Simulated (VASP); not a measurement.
# P2Se2O (P4mm) in VASP: notebook, part 2 of 2

VASP 6.6.1.

## (3) Single point, PBE+D3(BJ)

This run uses another cell than the first one, of 21.45 Å³/atom, 1.684 times its volume.

Contents of INCAR:

```
SYSTEM = P2Se2O
ALGO = Normal
EDIFF = 1E-7
ENCUT = 520
GGA = PE
ISIF = 2
ISMEAR = 0
IVDW = 12
LASPH = .TRUE.
LCHARG = .FALSE.
LREAL = .FALSE.
LWAVE = .FALSE.
NBANDS = 22
NELM = 80
PREC = Accurate
SIGMA = 0.1
```

Contents of KPOINTS:

```
k-points
0
G
  4 4 4
  0 0 0
```

Contents of POSCAR:

```
P2Se2O
1.0
    3.7027532348      0.0000000000      0.0000000000
    0.0000000000      3.7027532348      0.0000000000
    0.0000000000      0.0000000000      7.8240741202
P Se O
2 2 1
Direct
    0.5000000000      0.5000000000     -0.0024445422
    0.0000000000      0.0000000000      0.9434655786
    0.5000000000      0.5000000000      0.2866118312
    0.0000000000      0.0000000000      0.3488182950
    0.0000000000      0.0000000000      0.7519339674
```

Potentials or basis: VASP PAW PBE potentials, release 64 (P, Se, O).

On the command line:

```console
$ cat potpaw_PBE.64/P/POTCAR potpaw_PBE.64/Se/POTCAR potpaw_PBE.64/O/POTCAR > POTCAR
$ mpirun -np 1 vasp_std > vasp.out
```

Run time: 52 s. Hardware: 1 thread of Intel Xeon Platinum 8259CL at 2.50GHz (Skylake/Cascade Lake), shared host; peak memory 0.22 GiB.

The run converged. Its results:

```yaml
Free_energy: -24.9648 eV
Pressure: 0.0 GPa
Largest_force: 0.045 eV/Å
Band_gap_on_the_k_mesh: 0.08 eV, indirect (least direct gap 0.59 eV)
Dispersion_energy_per_atom: -0.275 eV
```

Forces on the atoms (eV/Å):
```
P    0.000  0.000 -0.013
P    0.000  0.000 -0.025
Se   0.000  0.000 -0.016
Se   0.000  0.000  0.009
O    0.000  0.000  0.045
```

Levels at points of the mesh, in eV from the valence-band top:
```tsv
k point	band 11	band 12	band 13	band 14	band 15	band 16	band 17	band 18
(0.00, 0.00, 0.00)	-3.05	-0.88	-0.88	-0.76	2.93	2.99	2.99	3.25
(0.50, 0.00, 0.00)	-2.47	-1.40	-0.58	-0.54	0.09	1.40	1.72	1.79
(0.50, 0.50, 0.00)	-3.58	-2.02	-2.02	-0.99	3.02	3.02	3.42	6.70
(0.00, 0.00, 0.50)	-3.42	-0.82	-0.82	-0.66	2.81	2.92	2.92	3.27
(0.50, 0.00, 0.50)	-2.20	-1.42	-0.51	-0.51	0.08	1.44	1.77	1.89
(0.50, 0.50, 0.50)	-3.55	-1.92	-1.92	-0.50	2.81	2.81	3.18	6.39
```

Caveat: the k points lie up to 0.42 Å⁻¹ apart. A k mesh can miss the band edges.

## (4) Single point, PBE+D3(BJ)

This run uses another cell than the first one, of 21.43 Å³/atom, 1.682 times its volume.

Contents of INCAR:

```
PREC     = Accurate       # precision mode
ENCUT    = 520            # plane-wave cutoff, eV
EDIFF    = 1E-6           # SCF threshold, eV
ISMEAR   = 0              # smearing method
SIGMA    = 0.1            # smearing width, eV
LREAL    = False          # projectors in reciprocal space
LASPH    = True           # aspherical terms in the spheres
NELM     = 100            # most SCF steps
ALGO     = Normal         # electronic algorithm
ISIF     = 2              # what is computed and relaxed
LWAVE    = False          # write WAVECAR
LCHARG   = True           # write CHGCAR
GGA      = PE             # functional
IVDW     = 12             # dispersion correction
LELF     = True           # ELF
LVHAR    = True         
NBANDS   = 22             # bands
```

Contents of KPOINTS:

```
regular mesh
0
Gamma
  6 6 2
```

Contents of POSCAR:

```
P2Se2O
1.0
    3.6835600184      0.0000000000      0.0000000000
    0.0000000000      3.6835600184      0.0000000000
    0.0000000000      0.0000000000      7.8973634590
P Se O
2 2 1
Direct
    0.5000000000      0.5000000000      0.9996456191
    0.0000000000      0.0000000000      0.9423786683
    0.5000000000      0.5000000000      0.2851217341
    0.0000000000      0.0000000000      0.3483702857
    0.0000000000      0.0000000000      0.7528688228
```

On the command line:

```console
$ cat potpaw_PBE.64/P/POTCAR potpaw_PBE.64/Se/POTCAR potpaw_PBE.64/O/POTCAR > POTCAR
$ mpirun -np 1 vasp_std > vasp.out
```

Wall time 50 s (1 thread of Intel Xeon Platinum 8259CL at 2.50GHz (Skylake/Cascade Lake), shared host); peak memory 0.22 GiB.

The run converged. Its results:

```yaml
Free_energy: -24.9879 eV
Pressure: 0.0 GPa
Largest_force: 0.031 eV/Å
Band_gap_on_the_k_mesh: zero (band 14 reaches 3.32 eV, above the bottom of band 15 at 3.10 eV)
Dispersion_energy_per_atom: -0.276 eV
```

Forces on the atoms (eV/Å):
```
P    0.000  0.000  0.002
P    0.000  0.000 -0.031
Se   0.000  0.000 -0.014
Se   0.000  0.000  0.021
O    0.000  0.000  0.021
```

Stress tensor (GPa, compression positive):
```
 0.03  0.00  0.00
 0.00  0.03  0.00
 0.00  0.00 -0.11
```

Levels at points of the mesh, in eV from the Fermi level:
```tsv
k point	band 12	band 13	band 14	band 15	band 16	band 17
(0.00, 0.00, 0.00)	-1.21	-1.21	-1.08	2.61	2.79	2.79
(0.50, 0.00, 0.00)	-1.62	-0.76	-0.72	-0.19	1.07	1.47
(0.50, 0.50, 0.00)	-2.37	-2.37	-1.28	2.71	2.71	3.16
(0.00, 0.00, 0.50)	-1.15	-1.15	-1.00	2.52	2.73	2.73
(0.50, 0.00, 0.50)	-1.64	-0.71	-0.69	-0.19	1.11	1.51
(0.50, 0.50, 0.50)	-2.28	-2.28	-0.83	2.50	2.50	2.94
```

Caveat: the k points lie up to 0.40 Å⁻¹ apart.

## (5) Relaxation of cell and atoms, PBE+D3(BJ)

Contents of INCAR:

```
  PREC = Accurate
  ENCUT = 600
  EDIFF = 1E-6
  ISMEAR = 0
  SIGMA = 0.1
  LREAL = False
  LASPH = True
  NELM = 100
  ALGO = Normal
  ISIF = 3
  LWAVE = False
  LCHARG = False
  GGA = PE
  IVDW = 12
  IBRION = 2
  NSW = 90
  EDIFFG = -0.04
```

Contents of KPOINTS:

```
regular mesh
0
Gamma
  4 4 4
```

Contents of POSCAR:

```
P2Se2O
1.0
    3.7442342400      0.0000000000      0.0000000000
    0.0000000000      3.7442342400      0.0000000000
    0.0000000000      0.0000000000      4.5449047200
P Se O
2 2 1
Direct
    0.5000000000      0.5000000000      0.0351810000
    0.0000000000      0.0000000000      0.9327795700
    0.5000000000      0.5000000000      0.4853879000
    0.0000000000      0.0000000000      0.2929877100
    0.0000000000      0.0000000000      0.5820489500
```

On the command line:

```console
$ cat potpaw_PBE.64/P/POTCAR potpaw_PBE.64/Se/POTCAR potpaw_PBE.64/O/POTCAR > POTCAR
$ mpirun -np 1 vasp_std > vasp.out
```

Wall time 15 min (1 thread of Intel Xeon Platinum 8259CL at 2.50GHz (Skylake/Cascade Lake), shared host); peak memory 0.22 GiB.

Results (log left out):

| Quantity | Value |
| --- | --- |
| Free energy | -24.2232 eV |
| Relaxed volume | 16.77 Å³/atom |
| Relaxed cell | a = 3.388 Å, b = 3.388 Å, c = 7.309 Å, α = 90.00°, β = 90.00°, γ = 90.00° |
| Space group after relaxing (to 0.05 Å) | P4mm (No. 99) |
| Energy gained by relaxing | 3634.4 meV/atom |
| Ionic steps | 47 |
| Pressure after relaxing | 0.1 GPa |
| Largest force after relaxing | 0.036 eV/Å |
| Band gap on the k mesh | zero (band 14 reaches 6.00 eV, above the bottom of band 15 at 5.18 eV) |
| Dispersion energy per atom | -0.345 eV |

Forces on the atoms (eV/Å):
```
P    0.000  0.000 -0.007
P    0.000  0.000  0.027
Se   0.000  0.000  0.014
Se   0.000  0.000 -0.036
O    0.000  0.000  0.002
```

Stress tensor (GPa, compression positive):
```
0.03 0.00 0.00
0.00 0.03 0.00
0.00 0.00 0.18
```

Step by step:
```
step  energy change (eV)  largest force (eV/Å)  pressure (GPa)  volume (Å³)
   1              0.0000               37.1557          124.99        63.72
   3             -5.6626                2.8632          -21.84       156.44
   5            118.9391              688.7547          233.79        99.85
   7            -10.1578                3.8129          -19.77       133.61
   9            -13.0789                2.6196          -13.82       121.04
  11            -14.7719                4.6575          -12.13       100.48
  13            -15.4157                3.7422            0.50        81.44
  15            -16.6363                3.6631            7.21        73.97
  17             -8.8179               65.5742           54.07        80.01
  19            -17.1563                9.4308           16.06        77.85
  21            -17.7042                1.3435            9.56        76.88
  23            -17.9480                1.0327            2.08        81.63
  25            -18.0563                1.1986           -0.64        85.98
  27            -18.0940                1.0331           -0.53        85.88
  29            -18.1343                0.2941           -0.89        85.59
  31            -18.1439                0.4144            0.72        84.36
  33            -18.1527                0.3548            0.71        83.91
  35            -18.1540                0.3816            0.72        83.66
  37            -18.1657                0.2407            0.49        83.72
  39            -18.1674                0.1731            0.13        83.92
  41            -18.1683                0.2064           -0.40        84.25
  43            -18.1701                0.0907           -0.38        84.41
  45            -18.1714                0.0507           -0.16        84.14
  47            -18.1719                0.0358            0.08        83.87
```

Final structure:
```
P Se O
1.0
     3.38766    0.00000    0.00000
     0.00000    3.38766    0.00000
     0.00000    0.00000    7.30856
P Se O
2 2 1
Direct
  0.50000 0.50000 0.07800
  0.00000 0.00000 0.64086
  0.50000 0.50000 0.54705
  0.00000 0.00000 0.21407
  0.00000 0.00000 0.84841
```

Levels at points of the mesh, in eV from the Fermi level:
| k point | band 11 | band 12 | band 13 | band 14 | band 15 | band 16 | band 17 | band 18 |
| --- | --- | --- | --- | --- | --- | --- | --- | --- |
| (0.00, 0.00, 0.00) | -2.93 | -1.99 | -1.99 | -0.27 | 0.37 | 3.30 | 3.97 | 3.97 |
| (0.50, 0.00, 0.00) | -1.32 | -1.14 | -0.83 | 0.33 | 1.13 | 1.41 | 2.01 | 2.26 |
| (0.50, 0.50, 0.00) | -3.51 | -3.51 | -2.35 | -1.65 | 0.44 | 2.22 | 2.22 | 4.92 |
| (0.00, 0.00, 0.50) | -3.17 | -1.63 | -1.63 | -0.80 | 0.63 | 3.47 | 3.77 | 3.77 |
| (0.50, 0.00, 0.50) | -1.13 | -0.94 | -0.66 | 0.30 | 1.28 | 1.33 | 1.60 | 1.90 |
| (0.50, 0.50, 0.50) | -3.10 | -3.10 | -1.75 | -0.60 | -0.49 | 1.44 | 1.44 | 5.64 |

Caveat: the k points lie up to 0.46 Å⁻¹ apart in the final cell; the volume moved by over 15 % at a fixed basis, so the end points are rough; pairwise dispersion overbinds metals, which lowers pressure and volume.

## (6) Overview

```csv
task,cell,k mesh,cutoff (eV),gap on the mesh (eV),pressure (GPa),largest force (eV/Å)
single point,"a = 3.744, b = 3.744, c = 4.545 Å, 5 atoms",4 × 4 × 4,520,none,125.1,37.18
single point,"a = 3.703, b = 3.703, c = 7.824 Å, 5 atoms",4 × 4 × 4,520,0.08,0.0,0.04
single point,"a = 3.684, b = 3.684, c = 7.897 Å, 5 atoms",6 × 6 × 2,520,none,0.0,0.03
relaxation of cell and atoms,"relaxed from a = 3.744, b = 3.744, c = 4.545 Å, 5 atoms",4 × 4 × 4,600,none,0.1,0.04
```

Alike in all rows: level PBE+D3(BJ); potentials or basis VASP PAW PBE potentials, release 64 (P, Se, O); no spin polarisation; smearing gaussian 0.1 eV.

Caveats: all runs use coarse meshes; pairwise dispersion overbinds metals, which lowers pressure and volume (some runs); forces of over 1 eV/Å act on the atoms, so gaps and moduli don't describe the material at rest (some runs); the volume moved by over 15 % at a fixed basis, so the end points are rough (some runs).

Absolute energies hang on the potentials; compare differences alone.
